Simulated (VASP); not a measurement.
# V (Im-3m) in VASP: further runs

The runs below take V through single point, relaxation of cell and atoms, with PBE+D3(BJ).

Everything below comes from runs of VASP 6.6.1. Logs are shortened: lines on timing, memory, paths and dates and some standing lists are left out, and cuts for length are marked.

### Step 1. The cell of the first run

Symmetry: Im-3m, No. 229, cubic system. Conventional cell: a = 2.951 Å, b = 2.951 Å, c = 2.951 Å, α = 90.00°, β = 90.00°, γ = 90.00°. V (site symmetry m-3m) has 14 V at 2.56 to 2.95 Å within 3.4 Å.

### Step 2. Single point, PBE+D3(BJ)

Contents of INCAR:

```
SYSTEM = V
PREC = Accurate
ENCUT = 520
EDIFF = 1E-6
ISMEAR = 0
SIGMA = 0.1
LREAL = .False.
LASPH = .True.
NELM = 100
ALGO = Fast
ISIF = 2
LWAVE = .False.
LCHARG = .False.
GGA = PE
IVDW = 12
NBANDS = 12
```

Contents of KPOINTS:

```
Automatic mesh
0
Gamma
  20 20 20
  0 0 0
```

Contents of POSCAR:

```
V
1.0
   -1.4755812634      1.4755812634      1.4755812634
    1.4755812634     -1.4755812634      1.4755812634
    1.4755812634      1.4755812634     -1.4755812634
V
1
Direct
    0.0000000000      0.0000000000      0.0000000000
```

Potentials or basis: VASP PAW PBE potentials, release 64 (V_sv).

Run with:

```bash
cat potpaw_PBE.64/V_sv/POTCAR > POTCAR
mpirun -np 1 vasp_std > vasp.out
```

OUTCAR:

```text
SYSTEM = V
   PREC = Accurate
   ENCUT = 520
   EDIFF = 1E-6
   ISMEAR = 0
   LREAL = .False.
   LASPH = .True.
   NELM = 100
   ISIF = 2
   GGA = PE
   IVDW = 12
 IVDW          = 12

 ion  position               nearest neighbor table
   1  0.000  0.000  0.000-

  LATTYP: Found a body centered cubic cell.
 ALAT       =     2.9511625268

  Lattice vectors:

 A1 = (  -1.4755812634,   1.4755812634,   1.4755812634)
 A2 = (   1.4755812634,  -1.4755812634,   1.4755812634)
 A3 = (   1.4755812634,   1.4755812634,  -1.4755812634)

Analysis of symmetry for initial positions (statically):
=====================================================================
 Subroutine PRICEL returns:
 Original cell was already a primitive cell.

 Routine SETGRP: Setting up the symmetry group for a
 body centered cubic supercell.

 Subroutine GETGRP returns: Found 48 space group operations
[... 9 lines left out ...]

 Routine SETGRP: Setting up the symmetry group for a
 body centered cubic supercell.

 Subroutine GETGRP returns: Found 48 space group operations
[... 11 lines left out ...]
                                     Primitive cell

  volume of cell :      12.8514

  direct lattice vectors                    reciprocal lattice vectors
    -1.475581263  1.475581263  1.475581263     0.000000000  0.338849518  0.338849518
     1.475581263 -1.475581263  1.475581263     0.338849518  0.000000000  0.338849518
     1.475581263  1.475581263 -1.475581263     0.338849518  0.338849518  0.000000000

  length of vectors
     2.555781719  2.555781719  2.555781719     0.479205584  0.479205584  0.479205584

  position of ions in fractional coordinates (direct lattice)
     0.000000000  0.000000000  0.000000000

  ion indices of the primitive-cell ions
   primitive index   ion index
                 1           1

----------------------------------------------------------------------------------------

 KPOINTS: Automatic mesh

Automatic generation of k-mesh.
 Grid dimensions read from file:
 generate k-points for:   20   20   20

 Generating k-lattice:

  Cartesian coordinates                     Fractional coordinates (reciprocal lattice)
     0.000000000  0.016942476  0.016942476     0.050000000  0.000000000  0.000000000
     0.016942476  0.000000000  0.016942476     0.000000000  0.050000000  0.000000000
     0.016942476  0.016942476  0.000000000     0.000000000  0.000000000  0.050000000

  Length of vectors
     0.023960279  0.023960279  0.023960279
[... 59 lines left out ...]
   NFREE  =      0    steps in history (QN), initial steepest desc. (CG)
   ISIF   =      2    stress and relaxation
   ISYM   =      2    0-nonsym 1-usesym 2-fastsym
   POTIM  = 0.5000    time-step for ionic-motion
   TEBEG  =    0.0;   TEEND  =   0.0 temperature during run
   PSTRESS=    0.0 pullay stress
   NELECT =      13.0000    total number of electrons
   NUPDOWN=      -1.0000    fix difference up-down
   EMIN   =  10.00;   EMAX   =-10.00  energy-range for DOS
   EFERMI =   0.00;   METHOD = LEGACY
   ISMEAR =     0;   SIGMA  =   0.10  broadening in eV -4-tet -1-fermi 0-gaus
   EFERMI_NEDOS =   21; number of points for ismear=-14 and -15
   IALGO  =     68    algorithm
   IMIX   =      4    mixing-type and parameters
     AMIX     =   0.40;   BMIX     =  1.00
     AMIX_MAG =   1.60;   BMIX_MAG =  1.00
  volume/ion in A,a.u.               =      12.85        86.73
  Fermi-wavevector in a.u.,A,eV,Ry     =   1.643386  3.105549 36.745477  2.700716
  Thomas-Fermi vector in A             =   2.733529
   LORBIT       =      0    0 simple, 1 ext, 2 COOP (PROOUT), +10 PAW based schemes
   GGA     = PE    functional components
   LHFCALC =     F    Hartree Fock is set to
   AEXX    =    0.0000 exact exchange contribution
   IVDW    =    12    specifies the selected vdW correction
   LEPSILON=     F    determine dielectric tensor
   LRPA    =     F    only Hartree local field effects (RPA)
 non-spin polarized calculation
 RMM-DIIS sequential band-by-band and
 Gauss-broadening in eV      SIGMA  =   0.10
  energy-cutoff  :      520.00
  volume of cell :       12.85
 maximum number of plane-waves:       370
   NGX =  9   NGY =  9   NGZ =  9

 number of electron      13.0000005 magnetization

 Free energy of the ion-electron system (eV)
  ---------------------------------------------------
  ext. energy  EPLUGINS =         0.00000000
  ---------------------------------------------------
  free energy    TOTEN  =        -8.97864841 eV

  energy without entropy =       -8.97023761  energy(sigma->0) =       -8.97444301

 E-fermi :  10.3008     XC(G=0): -13.1619

 val. band max:       10.2867475446   @ k =  -0.2000   0.2500   0.0500
 cond. band min:      10.3024284579   @ k =   0.3000   0.0000   0.0000
 fundamental gap:      0.0156809133
 Fermi energy:        10.3007644862

 k-point     1 :       0.0000    0.0000    0.0000
  band No.  band energies     occupation
      1     -53.3661      2.00000
      2     -26.5848      2.00000
      3     -26.5848      2.00000
      4     -26.5848      2.00000
      5       3.6214      2.00000
      6      10.7227      0.00000
      7      10.7227      0.00000
      8      10.7227      0.00000
      9      12.8535      0.00000
     10      12.8535      0.00000
     11      31.1621      0.00000
     12      31.1621      0.00000
[... 331 lines left out ...]
 k-point    24 :       0.2500    0.1000   -0.0000
  band No.  band energies     occupation
      1     -53.2018      2.00000
      2     -27.2878      2.00000
      3     -26.8091      2.00000
      4     -26.6254      2.00000
      5       6.6907      2.00000
      6       9.5888      2.00000
      7      10.0182      1.99994
      8      12.4550      0.00000
      9      13.1671      0.00000
     10      13.4533      0.00000
     11      25.5206      0.00000
     12      27.8914      0.00000

 [... further k-points ...]

------------------------ aborting loop because EDIFF is reached ----------------------------------------

 Edisp (eV)   -0.71316

 E8    (eV) :    -0.3337

  FORCE on cell =-STRESS in cart. coord.  units (eV):
  Direction    XX          YY          ZZ          XY          YZ          ZX
  --------------------------------------------------------------------------------------
  -------------------------------------------------------------------------------------
  Total       0.02777     0.02777     0.02777    -0.00000     0.00000     0.00000
  in kB       3.46235     3.46235     3.46235    -0.00000     0.00000     0.00000
  external pressure =        3.46 kB  Pullay stress =        0.00 kB

 VOLUME and BASIS-vectors are now :
 -----------------------------------------------------------------------------
  energy-cutoff  :      520.00
  volume of cell :       12.85
      direct lattice vectors                 reciprocal lattice vectors
    -1.475581263  1.475581263  1.475581263     0.000000000  0.338849518  0.338849518
     1.475581263 -1.475581263  1.475581263     0.338849518  0.000000000  0.338849518
     1.475581263  1.475581263 -1.475581263     0.338849518  0.338849518  0.000000000

 POSITION                                       TOTAL-FORCE (eV/Angst)
 -----------------------------------------------------------------------------------
      0.00000      0.00000      0.00000         0.000000      0.000000      0.000000
 -----------------------------------------------------------------------------------
    total drift:                                0.000000      0.000000      0.000000

  FREE ENERGIE OF THE ION-ELECTRON SYSTEM (eV)
  ---------------------------------------------------
  free  energy   TOTEN  =        -9.6918061170 eV

  energy  without entropy=       -9.6833953200  energy(sigma->0) =       -9.68760072
```

Run time: 22 s. Hardware: 1 thread of Intel Xeon Platinum 8488C (Sapphire Rapids), shared host; peak memory 0.16 GiB.

Results:

```yaml
Free_energy: -9.6918 eV
Pressure: 0.3 GPa
Dispersion_energy_per_atom: -0.713 eV
```

Caveat: pairwise dispersion overbinds metals, which lowers pressure and volume.

### Step 3. Relaxation of cell and atoms, PBE+D3(BJ)

This run uses another cell than the first one, of 13.26 Å³/atom, 1.032 times its volume.

Contents of INCAR:

```
SYSTEM = V
PREC = Accurate ; ENCUT = 600
EDIFF = 1E-6 ; ISMEAR = 0
SIGMA = 0.1 ; LREAL = .False.
LASPH = .True. ; NELM = 60
ALGO = Normal ; ISIF = 3
LWAVE = .False. ; LCHARG = .False.
GGA = PE ; IVDW = 12
IBRION = 2 ; NSW = 100
EDIFFG = -0.005
```

KPOINTS is that of step 2.

Contents of POSCAR:

```
V
1.0
   -1.4911995862      1.4911995862      1.4911995862
    1.4911995862     -1.4911995862      1.4911995862
    1.4911995862      1.4911995862     -1.4911995862
V
1
Direct
    0.0000000000      0.0000000000      0.0000000000
```

Potentials or basis: VASP PAW PBE potentials, release 64 (V_sv).

Run with:

```bash
cat potpaw_PBE.64/V_sv/POTCAR > POTCAR
mpirun -np 1 vasp_std > vasp.out
```

It took 39 s on 1 thread of Intel Xeon Platinum 8488C (Sapphire Rapids), shared host; peak memory 0.19 GiB.

The run converged. Its results:

- Free energy: -9.6921 eV
- Relaxed volume: 12.87 Å³/atom
- Relaxed cell: a = 2.557 Å, b = 2.557 Å, c = 2.557 Å, α = 109.47°, β = 109.47°, γ = 109.47°
- Space group after relaxing (to 0.05 Å): Im-3m (No. 229)
- Energy gained by relaxing: 7.3 meV/atom
- Ionic steps: 3
- Pressure after relaxing: 0.0 GPa
- Dispersion energy per atom: -0.712 eV

The path:
| step | energy change (eV) | largest force (eV/Å) | pressure (GPa) | volume (Å³) |
| --- | --- | --- | --- | --- |
| 1 | 0.0000 | 0.0000 | -5.74 | 13.26 |
| 2 | 0.0050 | 0.0000 | 8.34 | 12.37 |
| 3 | -0.0073 | 0.0000 | -0.05 | 12.87 |

Final structure:
```cif
data_structure
_symmetry_space_group_name_H-M 'P 1'
_symmetry_Int_Tables_number 1
_cell_length_a 2.5568
_cell_length_b 2.5568
_cell_length_c 2.5568
_cell_angle_alpha 109.471
_cell_angle_beta 109.471
_cell_angle_gamma 109.471
_cell_volume 12.87
loop_
_atom_site_label
_atom_site_type_symbol
_atom_site_fract_x
_atom_site_fract_y
_atom_site_fract_z
_atom_site_occupancy
V1 V 0.00000 0.00000 0.00000 1
```

Levels at points of the mesh, in eV from the Fermi level:
| k point | band 2 | band 3 | band 4 | band 5 | band 6 | band 7 | band 8 | band 9 | band 10 |
| --- | --- | --- | --- | --- | --- | --- | --- | --- | --- |
| (0.00, 0.00, 0.00) | -36.89 | -36.89 | -36.89 | -6.68 | 0.42 | 0.42 | 0.42 | 2.55 | 2.55 |
| (0.50, 0.00, 0.00) | -37.93 | -37.21 | -36.90 | -3.33 | -1.22 | 1.82 | 2.56 | 2.94 | 4.37 |
| (0.50, 0.50, 0.50) | -37.59 | -37.59 | -37.59 | -3.21 | -3.21 | 3.95 | 3.95 | 3.95 | 10.65 |

Caveat: pairwise dispersion overbinds metals, which lowers pressure and volume.
